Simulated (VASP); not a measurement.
# In2PtSe2 (Immm) in VASP: relaxation of cell and atoms with PBE

Aim: the relaxation of cell and atoms of In2PtSe2 with PBE.

All numbers are computed with VASP 6.6.1; they aren't measurements. Logs are shortened: lines on timing, memory, paths and dates and some standing lists are left out, and cuts for length are marked.

### 1 The cell of the first run

It takes space group Immm (No. 71, orthorhombic). The conventional cell has a = 3.706 Å, b = 7.999 Å, c = 8.691 Å, α = 90.00°, β = 90.00°, γ = 90.00°. In (site symmetry mm2) has 6 Se at 3.10 to 3.43 Å and 2 Pt at 3.18 Å and 3 In at 3.53 to 3.71 Å within 4.1 Å. Within 3.3 Å of Pt (site symmetry mmm) lie 4 Se at 2.52 Å and 4 In at 3.18 Å. Within 3.5 Å of Se (site symmetry m2m) lie 2 Pt at 2.52 Å and 6 In at 3.10 to 3.43 Å and 1 Se at 3.42 Å.

The cell was generated, and may not be a known phase.

### 2 Relaxation of cell and atoms, PBE

Contents of INCAR:

```
  PREC = Accurate
  ENCUT = 600
  EDIFF = 1E-6
  ISMEAR = 0
  SIGMA = 0.1
  LREAL = F
  LASPH = T
  NELM = 100
  ALGO = Normal
  ISIF = 3
  LWAVE = F
  LCHARG = F
  GGA = PE
  IBRION = 2
  NSW = 90
  EDIFFG = -0.04
```

Contents of KPOINTS:

```
regular mesh
0
Gamma
  6 6 6
```

Contents of POSCAR:

```
In2PtSe2
1.0
   -1.8527648188      3.9993605087      4.3456611735
    1.8527648188     -3.9993605087      4.3456611735
    1.8527648188      3.9993605087     -4.3456611735
In Pt Se
2 1 2
Direct
    0.2032312756      0.2032312756      0.0000000000
    0.7967687244      0.7967687244      0.0000000000
    0.5000000000      0.0000000000      0.5000000000
    0.7140938739      0.5000000000      0.2140938739
    0.2859061261      0.5000000000      0.7859061261
```

Potentials or basis: VASP PAW PBE potentials, release 64 (In_d, Pt, Se).

Command:

```bash
cat potpaw_PBE.64/In_d/POTCAR potpaw_PBE.64/Pt/POTCAR potpaw_PBE.64/Se/POTCAR > POTCAR
mpirun -np 1 vasp_std > vasp.out
```

OUTCAR:

```text
PREC = Accurate
   ENCUT = 600
   EDIFF = 1E-6
   ISMEAR = 0
   LREAL = F
   LASPH = T
   NELM = 100
   ISIF = 3
   GGA = PE
   IBRION = 2
   NSW = 90
   EDIFFG = -0.04

 ion  position               nearest neighbor table
   1  0.203  0.203  0.000-   4 3.10   5 3.10   3 3.18   3 3.18   2 3.53
   2  0.797  0.797  0.000-   4 3.10   5 3.10   3 3.18   3 3.18   1 3.53
   3  0.500  0.000  0.500-   5 2.52   4 2.52   4 2.52   5 2.52   1 3.18   2 3.18   1 3.18   2 3.18

   4  0.714  0.500  0.214-   3 2.52   3 2.52   2 3.10   1 3.10
   5  0.286  0.500  0.786-   3 2.52   3 2.52   1 3.10   2 3.10

  LATTYP: Found a body centered orthorhombic cell.
 ALAT       =     3.7055296376
 B/A-ratio  =     2.1585904849
 C/A-ratio  =     2.3455006968

  Lattice vectors:

 A1 = (  -1.8527648188,   3.9993605087,   4.3456611735)
 A2 = (   1.8527648188,  -3.9993605087,   4.3456611735)
 A3 = (   1.8527648188,   3.9993605087,  -4.3456611735)

Analysis of symmetry for initial positions (statically):
=====================================================================
 Subroutine PRICEL returns:
 Original cell was already a primitive cell.

 Routine SETGRP: Setting up the symmetry group for a
 body centered orthorhombic supercell.

 Subroutine GETGRP returns: Found  8 space group operations
 (whereof  8 operations were pure point group operations)
 out of a pool of  8 trial point group operations.

The static configuration has the point symmetry D_2h.

Analysis of symmetry for dynamics (positions and initial velocities):
=====================================================================
 Subroutine PRICEL returns:
 Original cell was already a primitive cell.

 Routine SETGRP: Setting up the symmetry group for a
 body centered orthorhombic supercell.

 Subroutine GETGRP returns: Found  8 space group operations
 (whereof  8 operations were pure point group operations)
 out of a pool of  8 trial point group operations.

The dynamic configuration has the point symmetry D_2h.

 Subroutine INISYM returns: Found  8 space group operations
 (whereof  8 operations are pure point group operations),
 and found     1 'primitive' translations

----------------------------------------------------------------------------------------

                                     Primitive cell

  volume of cell :     128.8032

  direct lattice vectors                    reciprocal lattice vectors
    -1.852764819  3.999360509  4.345661173     0.000000000  0.125019987  0.115057290
     1.852764819 -3.999360509  4.345661173     0.269866955  0.000000000  0.115057290
     1.852764819  3.999360509 -4.345661173     0.269866955  0.125019987  0.000000000

  length of vectors
     6.189700557  6.189700557  6.189700557     0.169906378  0.293370676  0.297419183

  position of ions in fractional coordinates (direct lattice)
     0.203231276  0.203231276  0.000000000
     0.796768724  0.796768724  0.000000000
     0.500000000  0.000000000  0.500000000
     0.714093874  0.500000000  0.214093874
     0.285906126  0.500000000  0.785906126

  ion indices of the primitive-cell ions
   primitive index   ion index
                 1           1
                 2           2
                 3           3
                 4           4
                 5           5

----------------------------------------------------------------------------------------

 KPOINTS: regular mesh

Automatic generation of k-mesh.
 Grid dimensions read from file:
 generate k-points for:    6    6    6

 Generating k-lattice:

  Cartesian coordinates                     Fractional coordinates (reciprocal lattice)
     0.000000000  0.020836665  0.019176215     0.166666667  0.000000000  0.000000000
     0.044977826  0.000000000  0.019176215     0.000000000  0.166666667 -0.000000000
     0.044977826  0.020836665  0.000000000     0.000000000 -0.000000000  0.166666667

  Length of vectors
     0.028317730  0.048895113  0.049569864

  Shift w.r.t. Gamma in fractional coordinates (k-lattice)
     0.000000000  0.000000000  0.000000000

 Subroutine IBZKPT returns following result:
 ===========================================

 Found     46 irreducible k-points:

 Following reciprocal coordinates:
            Coordinates               Weight
  0.000000  0.000000  0.000000      1.000000
  0.166667 -0.000000  0.000000      4.000000
  0.333333 -0.000000  0.000000      4.000000
  0.500000  0.000000  0.000000      2.000000
  0.000000  0.166667  0.000000      4.000000
  0.166667  0.166667  0.000000      8.000000
[... 16 lines left out ...]
 -0.166667  0.166667  0.166667      2.000000
  0.166667  0.333333  0.166667      4.000000
 [... further k-points ...]
   k-points           NKPTS =     46   k-points in BZ     NKDIM =     46   number of bands    NBANDS=     28
   number of dos      NEDOS =    301   number of ions     NIONS =      5
   total plane-waves  NPLWV = 125000
   dimension x,y,z NGX =    50 NGY =   50 NGZ =   50
   dimension x,y,z NGXF=   100 NGYF=  100 NGZF=  100
   ions per type =               2   1   2
   NGX,Y,Z   is equivalent  to a cutoff of  13.43, 13.43, 13.43 a.u.
   NGXF,Y,Z  is equivalent  to a cutoff of  26.86, 26.86, 26.86 a.u.
 SYSTEM =  unknown system
   PREC   = accura    normal or accurate (medium, high low for compatibility)
   ISTART =      0    job   : 0-new  1-cont  2-samecut
   ICHARG =      2    charge: 1-file 2-atom 10-const
   ISPIN  =      1    spin polarized calculation?
   LNONCOLLINEAR =      F non collinear calculations
   LSORBIT =      F    spin-orbit coupling
   LASPH  =      T    aspherical Exc in radial PAW
   ENCUT  =  600.0 eV  44.10 Ry    6.64 a.u.  12.36 12.36 12.36*2*pi/ulx,y,z
   NELM   =    100;   NELMIN=  2; NELMDL= -5     # of ELM steps
   EDIFF  = 0.1E-05   stopping-criterion for ELM
   LREAL  =      F    real-space projection
   EDIFFG = -.4E-01   stopping-criterion for IOM
   NSW    =     90    number of steps for IOM
   IBRION =      2    ionic relax: 0-MD 1-quasi-New 2-CG
   NFREE  =      1    steps in history (QN), initial steepest desc. (CG)
   ISIF   =      3    stress and relaxation
   ISYM   =      2    0-nonsym 1-usesym 2-fastsym
   POTIM  = 0.5000    time-step for ionic-motion
   TEBEG  =    0.0;   TEEND  =   0.0 temperature during run
   PSTRESS=    0.0 pullay stress
   NELECT =      48.0000    total number of electrons
   NUPDOWN=      -1.0000    fix difference up-down
   EMIN   =  10.00;   EMAX   =-10.00  energy-range for DOS
   EFERMI =   0.00;   METHOD = LEGACY
   ISMEAR =     0;   SIGMA  =   0.10  broadening in eV -4-tet -1-fermi 0-gaus
   EFERMI_NEDOS =   21; number of points for ismear=-14 and -15
   IALGO  =     38    algorithm
   IMIX   =      4    mixing-type and parameters
     AMIX     =   0.40;   BMIX     =  1.00
     AMIX_MAG =   1.60;   BMIX_MAG =  1.00
  volume/ion in A,a.u.               =      25.76       173.84
  Fermi-wavevector in a.u.,A,eV,Ry     =   1.178093  2.226273 18.883577  1.387904
  Thomas-Fermi vector in A             =   2.314428
   LORBIT       =      0    0 simple, 1 ext, 2 COOP (PROOUT), +10 PAW based schemes
   GGA     = PE    functional components
   LHFCALC =     F    Hartree Fock is set to
   AEXX    =    0.0000 exact exchange contribution
   IVDW    =     0    specifies the selected vdW correction
   LEPSILON=     F    determine dielectric tensor
   LRPA    =     F    only Hartree local field effects (RPA)
 conjugate gradient relaxation of ions
 non-spin polarized calculation
 Gauss-broadening in eV      SIGMA  =   0.10
  energy-cutoff  :      600.00
  volume of cell :      128.80
 maximum number of plane-waves:      4330
 NGX is ok and might be reduce to    50
   NGX = 25   NGY = 25   NGZ = 25

--------------------------------------- Ionic step        1  -------------------------------------------

 number of electron      47.9999999 magnetization

 Free energy of the ion-electron system (eV)
  ---------------------------------------------------
  ext. energy  EPLUGINS =         0.00000000
  ---------------------------------------------------
  free energy    TOTEN  =       -19.61529277 eV

  energy without entropy =      -19.60956343  energy(sigma->0) =      -19.61242810

------------------------ aborting loop because EDIFF is reached ----------------------------------------

  FORCE on cell =-STRESS in cart. coord.  units (eV):
  Direction    XX          YY          ZZ          XY          YZ          ZX
  --------------------------------------------------------------------------------------
  -------------------------------------------------------------------------------------
  Total        0.2823264     -0.0069470      0.4259976     -0.0000000      0.0000000      0.0000000
  in kB        3.5118449     -0.0864138      5.2989647     -0.0000000      0.0000000      0.0000000
  external PRESSURE =       2.9081319 kB  Pullay stress =       0.0000000 kB
[... 141 lines left out ...]
  energy  without entropy=      -19.6119761859  energy(sigma->0) =      -19.61512086

--------------------------------------- Ionic step        5  -------------------------------------------

 number of electron      47.9999999 magnetization

 Free energy of the ion-electron system (eV)
  ---------------------------------------------------
  ext. energy  EPLUGINS =         0.00000000
  ---------------------------------------------------
  free energy    TOTEN  =       -19.61872592 eV

  energy without entropy =      -19.61214189  energy(sigma->0) =      -19.61543391

 E-fermi :   5.3308     XC(G=0):  -9.7157

 val. band max:        5.3119459787   @ k =   0.5000   0.0000   0.0000
 cond. band min:       5.3466096916   @ k =   0.1667   0.5000   0.0000
 fundamental gap:      0.0346637129
 Fermi energy:         5.3307756486

 k-point     1 :       0.0000    0.0000    0.0000
  band No.  band energies     occupation
      1      -9.1867      2.00000
      2      -9.1490      2.00000
      3      -9.0591      2.00000
      4      -9.0470      2.00000
      5      -8.9905      2.00000
      6      -8.9822      2.00000
[... 733 lines left out ...]
     27       6.9623      0.00000
     28       8.2266      0.00000

 [... further k-points ...]

------------------------ aborting loop because EDIFF is reached ----------------------------------------

  FORCE on cell =-STRESS in cart. coord.  units (eV):
  Direction    XX          YY          ZZ          XY          YZ          ZX
  --------------------------------------------------------------------------------------
  -------------------------------------------------------------------------------------
  Total       -0.0342683     -0.0745148     -0.0012883      0.0000000      0.0000000      0.0000000
  in kB       -0.4210208     -0.9154901     -0.0158276      0.0000000      0.0000000      0.0000000
  external PRESSURE =      -0.4507795 kB  Pullay stress =       0.0000000 kB
[... 20 lines left out ...]
  FREE ENERGIE OF THE ION-ELECTRON SYSTEM (eV)
  ---------------------------------------------------
  free  energy   TOTEN  =       -19.6187259223 eV

  energy  without entropy=      -19.6121418903  energy(sigma->0) =      -19.61543391

 reached required accuracy - stopping structural energy minimisation
```

It took 7.6 min on 1 thread of AMD EPYC 9R45 (Zen 5), shared host; peak memory 0.48 GiB.

Results:

* Free energy: -19.6187 eV
* Relaxed volume: 26.08 Å³/atom
* Relaxed cell: a = 6.218 Å, b = 6.218 Å, c = 6.218 Å, α = 145.15°, β = 100.40°, γ = 89.93°
* Space group after relaxing (to 0.1 Å): Immm (No. 71)
* Energy gained by relaxing: 0.7 meV/atom
* Ionic steps: 5
* Pressure after relaxing: 0.0 GPa
* Largest force after relaxing: 0.017 eV/Å
* Band gap on the k mesh: zero (bands 24 and 25 overlap by 0.86 eV)

Forces in eV/Å, atoms in the order of the input:
```
In   0.000  0.000  0.017
In   0.000  0.000 -0.017
Pt   0.000  0.000  0.000
Se   0.000  0.009  0.000
Se   0.000 -0.009  0.000
```

The path:
```
step  energy change (eV)  largest force (eV/Å)  pressure (GPa)  volume (Å³)
   1              0.0000                0.0208            0.29       128.80
   2             -0.0017                0.0488           -0.02       129.68
   3             -0.0019                0.0710           -0.19       130.09
   4             -0.0030                0.0318           -0.12       130.25
   5             -0.0034                0.0171           -0.05       130.41
```

Final structure:
```cif
data_structure
_symmetry_space_group_name_H-M 'P 1'
_symmetry_Int_Tables_number 1
_cell_length_a 6.2180
_cell_length_b 6.2180
_cell_length_c 6.2180
_cell_angle_alpha 145.155
_cell_angle_beta 100.403
_cell_angle_gamma 89.927
_cell_volume 130.41
loop_
_atom_site_label
_atom_site_type_symbol
_atom_site_fract_x
_atom_site_fract_y
_atom_site_fract_z
_atom_site_occupancy
In1 In 0.20302 0.20302 0.00000 1
In2 In 0.79698 0.79698 0.00000 1
Pt1 Pt 0.50000 0.00000 0.50000 1
Se1 Se 0.71352 0.50000 0.21352 1
Se2 Se 0.28648 0.50000 0.78648 1
```

Caveat: spin-orbit coupling is left out, which moves the levels of the heavy elements.

The gap in the log of VASP goes by the Fermi energy; the results here count the filled bands.